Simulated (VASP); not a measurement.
# SnO2 in VASP: further runs

SnO2 is run at these levels: r2SCAN, PBE; tasks: single point.

All numbers are computed with VASP 6.6.1; they aren't measurements. Logs are shortened: lines on timing, memory, paths and dates and some standing lists are left out, and cuts for length are marked.

## 1. The cell of the first run

Symmetry: Fm-3m, No. 225, cubic system. Conventional cell: a = 5.194 Å, b = 5.194 Å, c = 5.194 Å, α = 90.00°, β = 90.00°, γ = 90.00°. Within 3.0 Å of Sn (site symmetry m-3m) lie 8 O at 2.25 Å. Within 3.0 Å of O (site symmetry -43m) lie 4 Sn at 2.25 Å and 6 O at 2.60 Å.

## 2. Single point, r2SCAN (strain +2.5%)

POSCAR

```
SnO2
1.0
    0.0000000000      2.5968036445      2.5968036445
    2.5968036445      0.0000000000      2.5968036445
    2.5968036445      2.5968036445      0.0000000000
Sn O
1 2
Direct
    0.0000000000      0.0000000000      0.0000000000
    0.2500000000      0.2500000000      0.2500000000
    0.7500000000      0.7500000000      0.7500000000
```

INCAR.step1

```
PREC = Accurate ; ENCUT = 520
ISMEAR = -1 ; SIGMA = 0.02
LREAL = False ; LASPH = True
NELM = 60 ; NBANDS = 20
GGA = PE ; ALGO = Normal
EDIFF = 1E-4 ; LWAVE = True
LCHARG = False
```

INCAR.step2

```
PREC = Accurate ; ENCUT = 520
EDIFF = 1E-6 ; ISMEAR = -1
SIGMA = 0.02 ; LREAL = False
LASPH = True ; NELM = 60
ALGO = Normal ; ISIF = 2
LWAVE = False ; LCHARG = False
METAGGA = R2SCAN ; LMIXTAU = True
NBANDS = 20 ; ISTART = 1
```

KPOINTS

```
regular mesh
0
Gamma
  8 8 8
```

Potentials or basis: VASP PAW PBE potentials, release 64 (Sn_d, O).

Command:

```
> cat potpaw_PBE.64/Sn_d/POTCAR potpaw_PBE.64/O/POTCAR > POTCAR
> cp INCAR.step1 INCAR
> mpirun -np 1 vasp_std > vasp.out
> cp INCAR.step2 INCAR
> mpirun -np 1 vasp_std > vasp.out
```

OUTCAR:

```text
PREC = Accurate
   ENCUT = 520
   EDIFF = 1E-6
   ISMEAR = -1
   LREAL = False
   LASPH = True
   NELM = 60
   ISIF = 2
   METAGGA = R2SCAN
   ISTART = 1

 ion  position               nearest neighbor table
   1  0.000  0.000  0.000-   3 2.25   3 2.25   3 2.25   2 2.25   3 2.25   2 2.25   2 2.25   2 2.25

   2  0.250  0.250  0.250-   1 2.25   1 2.25   1 2.25   1 2.25
   3  0.750  0.750  0.750-   1 2.25   1 2.25   1 2.25   1 2.25

  LATTYP: Found a face centered cubic cell.
 ALAT       =     5.1936072890

  Lattice vectors:

 A1 = (   0.0000000000,   2.5968036445,   2.5968036445)
 A2 = (   2.5968036445,   0.0000000000,   2.5968036445)
 A3 = (   2.5968036445,   2.5968036445,   0.0000000000)

Analysis of symmetry for initial positions (statically):
=====================================================================
 Subroutine PRICEL returns:
 Original cell was already a primitive cell.

 Routine SETGRP: Setting up the symmetry group for a
 face centered cubic supercell.

 Subroutine GETGRP returns: Found 48 space group operations
 (whereof 48 operations were pure point group operations)
 out of a pool of 48 trial point group operations.

The static configuration has the point symmetry O_h .

Analysis of symmetry for dynamics (positions and initial velocities):
=====================================================================
 Subroutine PRICEL returns:
 Original cell was already a primitive cell.

 Routine SETGRP: Setting up the symmetry group for a
 face centered cubic supercell.

 Subroutine GETGRP returns: Found 48 space group operations
 (whereof 48 operations were pure point group operations)
 out of a pool of 48 trial point group operations.

The dynamic configuration has the point symmetry O_h .

 Subroutine INISYM returns: Found 48 space group operations
 (whereof 48 operations are pure point group operations),
 and found     1 'primitive' translations

----------------------------------------------------------------------------------------

                                     Primitive cell

  volume of cell :      35.0225

  direct lattice vectors                    reciprocal lattice vectors
     0.000000000  2.596803645  2.596803645    -0.192544400  0.192544400  0.192544400
     2.596803645  0.000000000  2.596803645     0.192544400 -0.192544400  0.192544400
     2.596803645  2.596803645  0.000000000     0.192544400  0.192544400 -0.192544400

  length of vectors
     3.672434933  3.672434933  3.672434933     0.333496684  0.333496684  0.333496684

  position of ions in fractional coordinates (direct lattice)
     0.000000000  0.000000000  0.000000000
     0.250000000  0.250000000  0.250000000
     0.750000000  0.750000000  0.750000000

  ion indices of the primitive-cell ions
   primitive index   ion index
                 1           1
                 2           2
                 3           3

----------------------------------------------------------------------------------------

 KPOINTS: regular mesh

Automatic generation of k-mesh.
 Grid dimensions read from file:
 generate k-points for:    8    8    8

 Generating k-lattice:

  Cartesian coordinates                     Fractional coordinates (reciprocal lattice)
    -0.024068050  0.024068050  0.024068050     0.125000000  0.000000000  0.000000000
     0.024068050 -0.024068050  0.024068050     0.000000000  0.125000000  0.000000000
     0.024068050  0.024068050 -0.024068050     0.000000000  0.000000000  0.125000000

  Length of vectors
     0.041687085  0.041687085  0.041687085

  Shift w.r.t. Gamma in fractional coordinates (k-lattice)
     0.000000000  0.000000000  0.000000000

 Subroutine IBZKPT returns following result:
 ===========================================

 Found     29 irreducible k-points:

 Following reciprocal coordinates:
            Coordinates               Weight
  0.000000  0.000000  0.000000      1.000000
  0.125000  0.000000  0.000000      8.000000
  0.250000  0.000000  0.000000      8.000000
  0.375000  0.000000  0.000000      8.000000
  0.500000  0.000000  0.000000      4.000000
  0.125000  0.125000  0.000000      6.000000
[... 16 lines left out ...]
  0.500000  0.250000  0.125000     48.000000
 -0.375000  0.250000  0.125000     24.000000
 [... further k-points ...]
   k-points           NKPTS =     29   k-points in BZ     NKDIM =     29   number of bands    NBANDS=     20
   number of dos      NEDOS =    301   number of ions     NIONS =      3
   total plane-waves  NPLWV =  21952
   dimension x,y,z NGX =    28 NGY =   28 NGZ =   28
   dimension x,y,z NGXF=    56 NGYF=   56 NGZF=   56
   ions per type =               1   2
   NGX,Y,Z   is equivalent  to a cutoff of  12.68, 12.68, 12.68 a.u.
   NGXF,Y,Z  is equivalent  to a cutoff of  25.35, 25.35, 25.35 a.u.
 SYSTEM =  unknown system
   PREC   = accura    normal or accurate (medium, high low for compatibility)
   ISTART =      1    job   : 0-new  1-cont  2-samecut
   ICHARG =      0    charge: 1-file 2-atom 10-const
   ISPIN  =      1    spin polarized calculation?
   LNONCOLLINEAR =      F non collinear calculations
   LSORBIT =      F    spin-orbit coupling
   LASPH  =      T    aspherical Exc in radial PAW
   ENCUT  =  520.0 eV  38.22 Ry    6.18 a.u.   6.83  6.83  6.83*2*pi/ulx,y,z
   NELM   =     60;   NELMIN=  2; NELMDL=  0     # of ELM steps
   EDIFF  = 0.1E-05   stopping-criterion for ELM
   LREAL  =      F    real-space projection
   EDIFFG = 0.1E-04   stopping-criterion for IOM
   NSW    =      0    number of steps for IOM
   IBRION =     -1    ionic relax: 0-MD 1-quasi-New 2-CG
   NFREE  =      0    steps in history (QN), initial steepest desc. (CG)
   ISIF   =      2    stress and relaxation
   ISYM   =      2    0-nonsym 1-usesym 2-fastsym
   POTIM  = 0.5000    time-step for ionic-motion
   TEBEG  =    0.0;   TEEND  =   0.0 temperature during run
   PSTRESS=    0.0 pullay stress
   NELECT =      26.0000    total number of electrons
   NUPDOWN=      -1.0000    fix difference up-down
   EMIN   =  10.00;   EMAX   =-10.00  energy-range for DOS
   EFERMI =   0.00;   METHOD = LEGACY
   ISMEAR =    -1;   SIGMA  =   0.02  broadening in eV -4-tet -1-fermi 0-gaus
   EFERMI_NEDOS =   21; number of points for ismear=-14 and -15
   IALGO  =     38    algorithm
   IMIX   =      4    mixing-type and parameters
     AMIX     =   0.40;   BMIX     =  1.00
     AMIX_MAG =   1.60;   BMIX_MAG =  1.00
  volume/ion in A,a.u.               =      11.67        78.78
  Fermi-wavevector in a.u.,A,eV,Ry     =   1.482348  2.801232 29.896838  2.197356
  Thomas-Fermi vector in A             =   2.596145
   LORBIT       =      0    0 simple, 1 ext, 2 COOP (PROOUT), +10 PAW based schemes
   METAGGA = R2SCAN    functional components
   LHFCALC =     F    Hartree Fock is set to
   AEXX    =    0.0000 exact exchange contribution
   IVDW    =     0    specifies the selected vdW correction
   LEPSILON=     F    determine dielectric tensor
   LRPA    =     F    only Hartree local field effects (RPA)
 non-spin polarized calculation
  energy-cutoff  :      520.00
  volume of cell :       35.02
 maximum number of plane-waves:       960
   NGX = 13   NGY = 13   NGZ = 13

 number of electron      26.0000006 magnetization

 Free energy of the ion-electron system (eV)
  ---------------------------------------------------
  ext. energy  EPLUGINS =         0.00000000
  ---------------------------------------------------
  free energy    TOTEN  =       -41.38651408 eV

  energy without entropy =      -41.38639532  energy(sigma->0) =      -41.38645470

 E-fermi :   6.7355     XC(G=0): -12.3301

 val. band max:        6.6594352511   @ k =  -0.2500   0.5000   0.2500
 cond. band min:       6.7640406925   @ k =   0.0000   0.0000   0.0000
 fundamental gap:      0.1046054415
 Fermi energy:         6.7354731756

 k-point     1 :       0.0000    0.0000    0.0000
  band No.  band energies     occupation
      1     -14.5305      2.00000
      2     -14.5305      2.00000
      3     -14.5305      2.00000
      4     -14.3993      2.00000
      5     -14.3993      2.00000
      6     -13.3697      2.00000
[... 12 lines left out ...]
     19      22.5103      0.00000
     20      22.5103      0.00000

 k-point     2 :       0.1250    0.0000    0.0000
  band No.  band energies     occupation
      1     -14.5880      2.00000
      2     -14.5211      2.00000
      3     -14.5211      2.00000
      4     -14.3995      2.00000
      5     -14.3995      2.00000
      6     -13.2249      2.00000
[... 12 lines left out ...]
     19      22.5308      0.00000
     20      22.5308      0.00000

 k-point     3 :       0.2500    0.0000    0.0000
  band No.  band energies     occupation
      1     -14.7406      2.00000
      2     -14.5028      2.00000
      3     -14.5028      2.00000
      4     -14.3956      2.00000
      5     -14.3955      2.00000
      6     -12.7741      2.00000
[... 12 lines left out ...]
     19      22.5711      0.00000
     20      22.7769      0.00000

 k-point     4 :       0.3750    0.0000    0.0000
  band No.  band energies     occupation
      1     -14.8957      2.00000
      2     -14.4924      2.00000
      3     -14.4924      2.00000
      4     -14.3835      2.00000
      5     -14.3835      2.00000
      6     -12.0849      2.00000
[... 12 lines left out ...]
     19      22.5195      0.00000
     20      22.7068      0.00000

 k-point     5 :       0.5000    0.0000    0.0000
  band No.  band energies     occupation
      1     -14.9588      2.00000
      2     -14.4905      2.00000
      3     -14.4905      2.00000
      4     -14.3761      2.00000
      5     -14.3760      2.00000
      6     -11.5286      2.00000
[... 12 lines left out ...]
     19      22.4144      0.00000
     20      22.4144      0.00000

 k-point     6 :       0.1250    0.1250    0.0000
  band No.  band energies     occupation
      1     -14.6115      2.00000
      2     -14.5125      2.00000
      3     -14.5125      2.00000
      4     -14.4062      2.00000
      5     -14.3943      2.00000
      6     -13.1880      2.00000
[... 12 lines left out ...]
     19      22.5827      0.00000
     20      22.7202      0.00000

 k-point     7 :       0.2500    0.1250    0.0000
  band No.  band energies     occupation
      1     -14.7128      2.00000
      2     -14.5141      2.00000
      3     -14.4927      2.00000
      4     -14.4112      2.00000
      5     -14.3884      2.00000
      6     -12.8551      2.00000
[... 12 lines left out ...]
     19      22.9245      0.00000
     20      23.8437      0.00000
[... 277 lines left out ...]
 k-point    20 :      -0.3750    0.3750    0.0000
  band No.  band energies     occupation
      1     -14.9225      2.00000
      2     -14.6093      2.00000
      3     -14.4339      2.00000
      4     -14.4197      2.00000
      5     -14.3812      2.00000
      6     -11.3332      2.00000
[... 12 lines left out ...]
     19      23.8097      0.00000
     20      25.7963      0.00000

 k-point    21 :       0.5000    0.5000    0.0000
  band No.  band energies     occupation
      1     -15.0475      2.00000
      2     -14.4525      2.00000
      3     -14.4030      2.00000
      4     -14.4030      2.00000
      5     -14.3651      2.00000
      6     -11.8713      2.00000
[... 12 lines left out ...]
     19      24.7188      0.00000
     20      24.7890      0.00000

 k-point    22 :       0.3750    0.2500    0.1250
  band No.  band energies     occupation
      1     -14.7874      2.00000
      2     -14.5469      2.00000
      3     -14.4715      2.00000
      4     -14.4177      2.00000
      5     -14.3852      2.00000
      6     -12.4472      2.00000
[... 12 lines left out ...]
     19      23.0233      0.00000
     20      25.5206      0.00000

 k-point    23 :       0.5000    0.2500    0.1250
  band No.  band energies     occupation
      1     -14.8447      2.00000
      2     -14.6144      2.00000
      3     -14.4546      2.00000
      4     -14.4161      2.00000
      5     -14.3841      2.00000
      6     -11.7983      2.00000
[... 12 lines left out ...]
     19      22.9746      0.00000
     20      26.1492      0.00000

 k-point    24 :      -0.3750    0.2500    0.1250
  band No.  band energies     occupation
      1     -14.8704      2.00000
      2     -14.6418      2.00000
      3     -14.4511      2.00000
      4     -14.4132      2.00000
      5     -14.3819      2.00000
      6     -11.2017      2.00000
[... 12 lines left out ...]
     19      22.9216      0.00000
     20      26.4729      0.00000

 [... further k-points ...]
[... 5 lines left out ...]
  --------------------------------------------------------------------------------------
  -------------------------------------------------------------------------------------
  Total       -2.8588663     -2.8588663     -2.8588663      0.0000000      0.0000000      0.0000000
  in kB     -130.7847477   -130.7847477   -130.7847477      0.0000000      0.0000000      0.0000000
  external PRESSURE =    -130.7847477 kB  Pullay stress =       0.0000000 kB

 VOLUME and BASIS-vectors are now :
 -----------------------------------------------------------------------------
  energy-cutoff  :      520.00
  volume of cell :       35.02
      direct lattice vectors                 reciprocal lattice vectors
     0.000000000  2.596803645  2.596803645    -0.192544400  0.192544400  0.192544400
     2.596803645  0.000000000  2.596803645     0.192544400 -0.192544400  0.192544400
     2.596803645  2.596803645  0.000000000     0.192544400  0.192544400 -0.192544400

 POSITION                                       TOTAL-FORCE (eV/Angst)
 -----------------------------------------------------------------------------------
      0.00000      0.00000      0.00000        -0.000000     -0.000000     -0.000000
      1.29840      1.29840      1.29840        -0.000000      0.000000     -0.000000
      3.89521      3.89521      3.89521         0.000000     -0.000000      0.000000
 -----------------------------------------------------------------------------------
    total drift:                                0.000000      0.000000      0.000000

  FREE ENERGIE OF THE ION-ELECTRON SYSTEM (eV)
  ---------------------------------------------------
  free  energy   TOTEN  =       -41.3865140782 eV

  energy  without entropy=      -41.3863953157  energy(sigma->0) =      -41.38645470
```

Run time: 2.4 min. Hardware: 1 thread of AMD EPYC 7R13, shared host; peak memory 0.14 GiB.

Results:

```
Free energy            : -41.3865 eV
Pressure               : -13.1 GPa
Band gap on the k mesh : 0.10 eV, indirect (least direct gap 1.39 eV)
```

Levels at points of the mesh, in eV from the valence-band top:
| k point | band 10 | band 11 | band 12 | band 13 | band 14 | band 15 | band 16 | band 17 |
| --- | --- | --- | --- | --- | --- | --- | --- | --- |
| (0.00, 0.00, 0.00) | -2.80 | -1.29 | -1.29 | -1.29 | 0.10 | 7.61 | 7.61 | 7.61 |
| (0.50, 0.00, 0.00) | -3.16 | -3.16 | -2.01 | -2.01 | 4.82 | 8.27 | 10.69 | 10.69 |
| (0.50, 0.50, 0.00) | -5.16 | -0.18 | -0.18 | -0.07 | 3.44 | 7.42 | 10.14 | 12.45 |

Caveat: the cell differs from its parent crystal (strain +2.5%); the PAW data sets were made with another functional, which shifts forces and pressure a little; spin-orbit coupling is left out, which moves the levels of the heavy elements.

(Continued in part 2 of 2.)
